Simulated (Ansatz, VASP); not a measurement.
# Mo in VASP and in Ansatz

```
Mo
1.0
    -1.58381    1.58381    1.58381
     1.58381   -1.58381    1.58381
     1.58381    1.58381   -1.58381
Mo
1
Direct
  0.00000 0.00000 0.00000
```

Alike in both runs: functional PBE; k mesh 7 × 7 × 7; occupations fermi-dirac, width 0.05 eV; no spin polarisation.

|  | VASP | Ansatz |
| --- | --- | --- |
| version | VASP 6.6.1 | Ansatz 0.2.0 |
| potentials or method | VASP PAW PBE potentials, release 64 (Mo_sv) | Ansatz PAW |
| plane-wave cutoff (eV) | 520 | 420 |
| valence electrons in the cell | 14 | 14 |
| task | single point | band structure |

Ansatz gave:

- gap on the k mesh at the Fermi level (eV): none
- pressure (GPa): -1.0

Task: Which values does VASP return?

Result: gap on the k mesh at the Fermi level (eV): none; pressure (GPa): -0.5.

A gap of «none» marks a metal or a gap that the smearing closes.

The k mesh is coarse, so the values compare programs but aren't converged.
